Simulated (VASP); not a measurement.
Input of a VASP 6.6.1 run:

Contents of INCAR:

```
SYSTEM = CuO
PREC = Accurate
ENCUT = 520
EDIFF = 1E-6
ISMEAR = 0
SIGMA = 0.1
LREAL = .False.
LASPH = .True.
NELM = 100
ALGO = Normal
ISIF = 2
LWAVE = .False.
LCHARG = .False.
GGA = PS
NBANDS = 44
```

File KPOINTS:

```
Automatic mesh
0
Gamma
  10 10 8
  0 0 0
```

File POSCAR:

```
CuO
1.0
    4.0535226765      0.0000000000      0.0000000000
    0.0000000000      4.0565969704      0.0000000000
    0.0000000000      0.0000000000      5.1941101226
Cu O
4 4
Direct
    0.2500000000      0.2500000000      0.5000000000
    0.2500000000      0.7500000000      0.0000000000
    0.7500000000      0.7500000000      0.5000000000
    0.7500000000      0.2500000000      0.0000000000
    0.5000000000      0.0000000000      0.7500000000
    0.5000000000      0.0000000000      0.2500000000
    0.0000000000      0.5000000000      0.7500000000
    0.0000000000      0.5000000000      0.2500000000
```

Potentials or basis: VASP PAW PBE potentials, release 64 (Cu, O).

Run with:

```console
$ cat potpaw_PBE.64/Cu/POTCAR potpaw_PBE.64/O/POTCAR > POTCAR
$ mpirun -np 1 vasp_std > vasp.out
```

Problem. Estimate the band gap on the k mesh.

Solution. Zero (band 34 reaches 5.83 eV, above the bottom of band 35 at 4.68 eV).

Problem. Predict the pressure.

Solution. -0.9 GPa.

Stress tensor (GPa, compression positive):
```
 0.46  0.00  0.00
 0.00  0.45  0.00
 0.00  0.00 -3.74
```

Caveat: the cell differs from its parent crystal (uniaxial strain along c: +2.0 %, then relaxed in part); the PAW data sets were made with another functional, which shifts forces and pressure a little; semilocal functionals often make such compounds metallic where correlation or magnetic order opens a gap, which also shifts bond lengths.
